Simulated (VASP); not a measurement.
A run of VASP 6.6.1 is set up as follows.

Contents of INCAR:

```
PREC = Accurate
ENCUT = 600
EDIFF = 1E-6
ISMEAR = -1
SIGMA = 0.05
LREAL = F
LASPH = T
NELM = 80
ALGO = Normal
ISIF = 3
LWAVE = F
LCHARG = F
GGA = PE
IBRION = 2
NSW = 80
EDIFFG = -0.01
```

Contents of KPOINTS:

```
regular mesh
0
Gamma
  9 9 8
```

The input POSCAR:

```
CuO
1.0
    2.8363251100      0.0000000000      0.0000000000
   -1.4181625500      2.4563296000      0.0000000000
    0.0000000000      0.0000000000      2.7681127800
Cu O
1 1
Direct
    0.0000000000      0.0000000000      0.0000000000
    0.6666666667      0.3333333333      0.5000000000
```

Potentials or basis: VASP PAW PBE potentials, release 64 (Cu, O).

Launch:

```console
$ cat potpaw_PBE.64/Cu/POTCAR potpaw_PBE.64/O/POTCAR > POTCAR
$ mpirun -np 1 vasp_std > vasp.out
```

**Question.** What does it give for the space group after relaxing (to 0.05 Å)?

**Answer.** P-6m2 (No. 187).

**Question.** Predict the relaxed volume.

**Answer.** 9.69 Å³/atom.

**Question.** Predict the relaxed cell.

**Answer.** a = 2.885 Å, b = 2.885 Å, c = 2.689 Å, α = 90.00°, β = 90.00°, γ = 120.00°.

Final structure:
```cif
data_structure
_symmetry_space_group_name_H-M 'P 1'
_symmetry_Int_Tables_number 1
_cell_length_a 2.8852
_cell_length_b 2.8852
_cell_length_c 2.6887
_cell_angle_alpha 90.000
_cell_angle_beta 90.000
_cell_angle_gamma 120.000
_cell_volume 19.38
loop_
_atom_site_label
_atom_site_type_symbol
_atom_site_fract_x
_atom_site_fract_y
_atom_site_fract_z
_atom_site_occupancy
Cu1 Cu 0.00000 0.00000 0.00000 1
O1 O 0.66667 0.33333 0.50000 1
```

Caveat: an odd number of electrons without spin polarisation forces a metal; a magnetic or distorted state may lie lower.
